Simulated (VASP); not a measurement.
# CuF (Pm-3m) in VASP: single point with HSE06

Aim: the single point of CuF with HSE06.

All numbers are computed with VASP 6.6.1; they aren't measurements. Logs are shortened: lines on timing, memory, paths and dates and some standing lists are left out, and cuts for length are marked.

### 1 The cell of the first run

It takes space group Pm-3m (No. 221, cubic). The conventional cell has a = 2.738 Å, b = 2.738 Å, c = 2.738 Å, α = 90.00°, β = 90.00°, γ = 90.00°. Cu (site symmetry m-3m) has 8 F at 2.37 Å and 6 Cu at 2.74 Å within 3.1 Å. Within 3.1 Å of F (site symmetry m-3m) lie 8 Cu at 2.37 Å and 6 F at 2.74 Å.

### 2 Single point, HSE06

The input, POSCAR:

```
CuF
1.0
    2.7384616677      0.0000000000      0.0000000000
    0.0000000000      2.7384616677      0.0000000000
    0.0000000000      0.0000000000      2.7384616677
Cu F
1 1
Direct
    0.0000000000      0.0000000000      0.0000000000
    0.5000000000      0.5000000000      0.5000000000
```

The input, INCAR.step1:

```
SYSTEM = CuF
  ALGO = Normal
  EDIFF = 1E-5
  ENCUT = 520
  GGA = PE
  ISIF = 2
  ISMEAR = -1
  LASPH = .TRUE.
  LCHARG = .FALSE.
  LREAL = .FALSE.
  LWAVE = .TRUE.
  NBANDS = 16
  NELM = 60
  PREC = Accurate
  SIGMA = 0.02
```

The input, INCAR.step2:

```
SYSTEM = CuF
  ALGO = Normal
  EDIFF = 1E-6
  ENCUT = 520
  GGA = PE
  HFSCREEN = 0.2079
  ISIF = 2
  ISMEAR = -1
  ISTART = 1
  LASPH = .TRUE.
  LCHARG = .FALSE.
  LHFCALC = .TRUE.
  LREAL = .FALSE.
  LWAVE = .FALSE.
  NBANDS = 16
  NELM = 60
  PREC = Accurate
  PRECFOCK = Normal
  SIGMA = 0.02
```

The input, KPOINTS:

```
k-points
0
G
  6 6 6
  0 0 0
```

Potentials or basis: VASP PAW PBE potentials, release 64 (Cu, F).

Run with:

```bash
cat potpaw_PBE.64/Cu/POTCAR potpaw_PBE.64/F/POTCAR > POTCAR
cp INCAR.step1 INCAR
mpirun -np 1 vasp_std > vasp.out
cp INCAR.step2 INCAR
mpirun -np 1 vasp_std > vasp.out
```

OUTCAR:

```text
SYSTEM = CuF
   EDIFF = 1E-6
   ENCUT = 520
   GGA = PE
   HFSCREEN = 0.2079
   ISIF = 2
   ISMEAR = -1
   ISTART = 1
   LASPH = .TRUE.
   LHFCALC = .TRUE.
   LREAL = .FALSE.
   NELM = 60
   PREC = Accurate
   PRECFOCK = Normal

 ion  position               nearest neighbor table
   1  0.000  0.000  0.000-
   2  0.500  0.500  0.500-

  LATTYP: Found a simple cubic cell.
 ALAT       =     2.7384616677

  Lattice vectors:

 A1 = (   2.7384616677,   0.0000000000,   0.0000000000)
 A2 = (   0.0000000000,   2.7384616677,   0.0000000000)
 A3 = (   0.0000000000,   0.0000000000,   2.7384616677)

Analysis of symmetry for initial positions (statically):
=====================================================================
 Subroutine PRICEL returns:
 Original cell was already a primitive cell.

 Routine SETGRP: Setting up the symmetry group for a
 simple cubic supercell.

 Subroutine GETGRP returns: Found 48 space group operations
 (whereof 48 operations were pure point group operations)
 out of a pool of 48 trial point group operations.

The static configuration has the point symmetry O_h .

Analysis of symmetry for dynamics (positions and initial velocities):
=====================================================================
 Subroutine PRICEL returns:
 Original cell was already a primitive cell.

 Routine SETGRP: Setting up the symmetry group for a
 simple cubic supercell.

 Subroutine GETGRP returns: Found 48 space group operations
 (whereof 48 operations were pure point group operations)
 out of a pool of 48 trial point group operations.

The dynamic configuration has the point symmetry O_h .

 Subroutine INISYM returns: Found 48 space group operations
 (whereof 48 operations are pure point group operations),
 and found     1 'primitive' translations

----------------------------------------------------------------------------------------

                                     Primitive cell

  volume of cell :      20.5362

  direct lattice vectors                    reciprocal lattice vectors
     2.738461668  0.000000000  0.000000000     0.365168522  0.000000000  0.000000000
     0.000000000  2.738461668  0.000000000     0.000000000  0.365168522  0.000000000
     0.000000000  0.000000000  2.738461668     0.000000000  0.000000000  0.365168522

  length of vectors
     2.738461668  2.738461668  2.738461668     0.365168522  0.365168522  0.365168522

  position of ions in fractional coordinates (direct lattice)
     0.000000000  0.000000000  0.000000000
     0.500000000  0.500000000  0.500000000

  ion indices of the primitive-cell ions
   primitive index   ion index
                 1           1
                 2           2

----------------------------------------------------------------------------------------

 KPOINTS: k-points

Automatic generation of k-mesh.
 Grid dimensions read from file:
 generate k-points for:    6    6    6

 Generating k-lattice:

  Cartesian coordinates                     Fractional coordinates (reciprocal lattice)
     0.060861420  0.000000000  0.000000000     0.166666667  0.000000000  0.000000000
     0.000000000  0.060861420  0.000000000     0.000000000  0.166666667  0.000000000
     0.000000000  0.000000000  0.060861420     0.000000000  0.000000000  0.166666667

  Length of vectors
     0.060861420  0.060861420  0.060861420

  Shift w.r.t. Gamma in fractional coordinates (k-lattice)
     0.000000000  0.000000000  0.000000000

 Subroutine IBZKPT returns following result:
 ===========================================

 Found     20 irreducible k-points:

 Following reciprocal coordinates:
            Coordinates               Weight
  0.000000  0.000000  0.000000      1.000000
  0.166667  0.000000  0.000000      6.000000
  0.333333  0.000000  0.000000      6.000000
  0.500000  0.000000  0.000000      3.000000
  0.166667  0.166667  0.000000     12.000000
  0.333333  0.166667  0.000000     24.000000
[... 12 lines left out ...]
  0.500000  0.500000  0.333333      6.000000
  0.500000  0.500000  0.500000      1.000000
   k-points           NKPTS =     20   k-points in BZ     NKDIM =    216   number of bands    NBANDS=     16
   number of dos      NEDOS =    301   number of ions     NIONS =      2
   total plane-waves  NPLWV =   8000
   dimension x,y,z NGX =    20 NGY =   20 NGZ =   20
   dimension x,y,z NGXF=    40 NGYF=   40 NGZF=   40
   ions per type =               1   1
   NGX,Y,Z   is equivalent  to a cutoff of  12.14, 12.14, 12.14 a.u.
   NGXF,Y,Z  is equivalent  to a cutoff of  24.28, 24.28, 24.28 a.u.
 SYSTEM =  CuF
   PREC   = accura    normal or accurate (medium, high low for compatibility)
   ISTART =      1    job   : 0-new  1-cont  2-samecut
   ICHARG =      0    charge: 1-file 2-atom 10-const
   ISPIN  =      1    spin polarized calculation?
   LNONCOLLINEAR =      F non collinear calculations
   LSORBIT =      F    spin-orbit coupling
   LASPH  =      T    aspherical Exc in radial PAW
   ENCUT  =  520.0 eV  38.22 Ry    6.18 a.u.   5.09  5.09  5.09*2*pi/ulx,y,z
   NELM   =     60;   NELMIN=  2; NELMDL=  0     # of ELM steps
   EDIFF  = 0.1E-05   stopping-criterion for ELM
   LREAL  =      F    real-space projection
   EDIFFG = 0.1E-04   stopping-criterion for IOM
   NSW    =      0    number of steps for IOM
   IBRION =     -1    ionic relax: 0-MD 1-quasi-New 2-CG
   NFREE  =      0    steps in history (QN), initial steepest desc. (CG)
   ISIF   =      2    stress and relaxation
   ISYM   =      3    0-nonsym 1-usesym 2-fastsym
   POTIM  = 0.5000    time-step for ionic-motion
   TEBEG  =    0.0;   TEEND  =   0.0 temperature during run
   PSTRESS=    0.0 pullay stress
   NELECT =      18.0000    total number of electrons
   NUPDOWN=      -1.0000    fix difference up-down
   EMIN   =  10.00;   EMAX   =-10.00  energy-range for DOS
   EFERMI =   0.00;   METHOD = LEGACY
   ISMEAR =    -1;   SIGMA  =   0.02  broadening in eV -4-tet -1-fermi 0-gaus
   EFERMI_NEDOS =   21; number of points for ismear=-14 and -15
   IALGO  =     38    algorithm
   IMIX   =      1    mixing-type and parameters
     AMIX     =   0.40;   BMIX     =  1.00
     AMIX_MAG =   1.60;   BMIX_MAG =  1.00
  volume/ion in A,a.u.               =      10.27        69.29
  Fermi-wavevector in a.u.,A,eV,Ry     =   1.566723  2.960678 33.397163  2.454622
  Thomas-Fermi vector in A             =   2.669009
   LORBIT       =      0    0 simple, 1 ext, 2 COOP (PROOUT), +10 PAW based schemes
   GGA     = PE    functional components
   LHFCALC =     T    Hartree Fock is set to
   PRECFOCK=normal    Normal, Fast or Accurate (Low or Medium for compatibility)
   ENCUT4O =  -1.0   cutoff for four orbital integrals eV
   NKREDX  =     1    reduce k-point grid by
   NKREDY  =     1    reduce k-point grid by
   NKREDZ  =     1    reduce k-point grid by
   AEXX    =    0.2500 exact exchange contribution
   HFSCREEN=    0.2079 screening length (either q_TF or 0.3 A-1)
   HFSCREENC=   0.2079 screening length for correlation (either q_TF or 0.3 A-1)
   ENCUTFOCK=  -1.0 apply spherical cutoff to Coloumb kernel
   IVDW    =     0    specifies the selected vdW correction
   LEPSILON=     F    determine dielectric tensor
   LRPA    =     F    only Hartree local field effects (RPA)
 non-spin polarized calculation
  energy-cutoff  :      520.00
  volume of cell :       20.54
 maximum number of plane-waves:       565
  NGX = 16; NGY = 16; NGZ = 16

 number of electron      17.9999960 magnetization

 Free energy of the ion-electron system (eV)
  ---------------------------------------------------
  ext. energy  EPLUGINS =         0.00000000
  ---------------------------------------------------
  free energy    TOTEN  =        -8.74904264 eV

  energy without entropy =       -8.74837110  energy(sigma->0) =       -8.74870687

 E-fermi :   3.7538     XC(G=0):  -9.6028

 val. band max:        3.7168283780   @ k =   0.5000   0.5000   0.5000
 cond. band min:       4.9448377188   @ k =   0.1667   0.0000   0.0000
 fundamental gap:      1.2280093408
 Fermi energy:         3.7538110294

 k-point     1 :       0.0000    0.0000    0.0000
  band No.  band energies     occupation
      1     -22.3870      2.00000
      2      -1.0645      2.00000
      3      -1.0645      2.00000
      4      -1.0645      2.00000
      5       1.5807      2.00000
      6       1.5807      2.00000
[... 8 lines left out ...]
     15      23.4865      0.00000
     16      37.3152      0.00000

 k-point     2 :       0.1667    0.0000    0.0000
  band No.  band energies     occupation
      1     -22.2850      2.00000
      2      -2.2596      2.00000
      3      -1.1096      2.00000
      4      -1.1096      2.00000
      5       1.6404      2.00000
      6       2.0207      2.00000
[... 8 lines left out ...]
     15      26.3336      0.00000
     16      32.8098      0.00000

 k-point     3 :       0.3333    0.0000    0.0000
  band No.  band energies     occupation
      1     -22.0709      2.00000
      2      -3.8828      2.00000
      3      -1.1983      2.00000
      4      -1.1983      2.00000
      5       1.7618      2.00000
      6       2.8161      2.00000
[... 8 lines left out ...]
     15      28.8427      0.00000
     16      30.3064      0.00000

 k-point     4 :       0.5000    0.0000    0.0000
  band No.  band energies     occupation
      1     -21.9592      2.00000
      2      -4.5373      2.00000
      3      -1.2421      2.00000
      4      -1.2421      2.00000
      5       1.8235      2.00000
      6       3.1313      2.00000
[... 8 lines left out ...]
     15      27.0619      0.00000
     16      33.0086      0.00000
[... 248 lines left out ...]
 k-point    18 :       0.5000    0.3333    0.3333
  band No.  band energies     occupation
      1     -21.5092      2.00000
      2      -3.2872      2.00000
      3      -2.7668      2.00000
      4      -2.6252      2.00000
      5       2.8407      2.00000
      6       3.0164      2.00000
[... 8 lines left out ...]
     15      24.3861      0.00000
     16      26.4167      0.00000

 k-point    19 :       0.5000    0.5000    0.3333
  band No.  band energies     occupation
      1     -21.4295      2.00000
      2      -3.2032      2.00000
      3      -3.2032      2.00000
      4      -2.6939      2.00000
      5       3.2276      2.00000
      6       3.2556      2.00000
[... 8 lines left out ...]
     15      25.2740      0.00000
     16      25.2740      0.00000

 k-point    20 :       0.5000    0.5000    0.5000
  band No.  band energies     occupation
      1     -21.3492      2.00000
      2      -3.2152      2.00000
      3      -3.2152      2.00000
      4      -3.2152      2.00000
      5       3.5017      1.99999
      6       3.5017      1.99999
[... 8 lines left out ...]
     15      24.7704      0.00000
     16      24.7704      0.00000

------------------------ aborting loop because EDIFF is reached ----------------------------------------

  FORCE on cell =-STRESS in cart. coord.  units (eV):
  Direction    XX          YY          ZZ          XY          YZ          ZX
  --------------------------------------------------------------------------------------
  -------------------------------------------------------------------------------------
  Total        0.3536375      0.3536375      0.3536375     -0.0000000     -0.0000000      0.0000000
  in kB       27.5898192     27.5898192     27.5898192     -0.0000000     -0.0000000      0.0000000
  external PRESSURE =      27.5898192 kB  Pullay stress =       0.0000000 kB

 VOLUME and BASIS-vectors are now :
 -----------------------------------------------------------------------------
  energy-cutoff  :      520.00
  volume of cell :       20.54
      direct lattice vectors                 reciprocal lattice vectors
     2.738461668  0.000000000  0.000000000     0.365168522  0.000000000  0.000000000
     0.000000000  2.738461668  0.000000000     0.000000000  0.365168522  0.000000000
     0.000000000  0.000000000  2.738461668     0.000000000  0.000000000  0.365168522

 POSITION                                       TOTAL-FORCE (eV/Angst)
 -----------------------------------------------------------------------------------
      0.00000      0.00000      0.00000         0.000000      0.000000      0.000000
      1.36923      1.36923      1.36923         0.000000      0.000000      0.000000
 -----------------------------------------------------------------------------------
    total drift:                                0.000000      0.000000      0.000001

  FREE ENERGIE OF THE ION-ELECTRON SYSTEM (eV)
  ---------------------------------------------------
  free  energy   TOTEN  =        -8.7490426365 eV

  energy  without entropy=       -8.7483710984  energy(sigma->0) =       -8.74870687
```

It took 6.8 min on 1 thread of Intel Xeon 6975P-C (Granite Rapids), shared host; peak memory 0.23 GiB.

Results:

- Free energy: -8.7490 eV
- Pressure: 2.8 GPa
- Band gap on the k mesh: zero (bands 9 and 10 overlap by 0.02 eV)

Caveat: the k points lie up to 0.38 Å⁻¹ apart; the structure was generated, so it needn't be the stable form of CuF; the PAW data sets were made with another functional, which shifts forces and pressure a little.

The gap in the log of VASP goes by the Fermi energy; the results here count the filled bands.